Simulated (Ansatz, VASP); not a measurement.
**Cr: VASP beside Ansatz**

```
Cr
1.0
     0.00000    1.86760    1.84000
     1.86760    0.00000    1.84000
     1.86760    1.86760    0.00000
Cr
1
Direct
  0.00000 0.00000 0.00000
```

Change from the starting cell: strain +0.0150 x Voigt [1, 1, 0, 0, 0, 0], atoms carried along.

Alike in both runs: task single point; functional PBEsol; k mesh 22 × 22 × 22; occupations gaussian, width 0.15 eV; no spin polarisation.

|  | VASP | Ansatz |
| --- | --- | --- |
| version | VASP 6.6.1 | Ansatz 0.2.0 |
| potentials or method | VASP PAW PBE potentials, release 64 (Cr_pv), cutoff 520 eV | scalar-relativistic, plane waves, PAW |
| valence electrons in the cell | 12 | 14 |

|  | VASP | Ansatz | Ansatz less VASP |
| --- | --- | --- | --- |
| gap on the k mesh at the Fermi level (eV) | none | none | - |
| pressure (GPa) | -23.4 | -23.2 | +0.23 |
| traceless stress, the component that is largest in VASP (GPa) | -2.73 | -2.76 | -0.032 |

VASP's potentials were made for PBE, not for PBEsol. A gap of «none» marks a metal or a gap that the smearing closes. The functional is the same, so the differences come from potentials, cutoffs and numerics. VASP's potentials hold 12 valence electrons a cell and Ansatz's 14, so a difference there can come from the potentials and not from the codes.
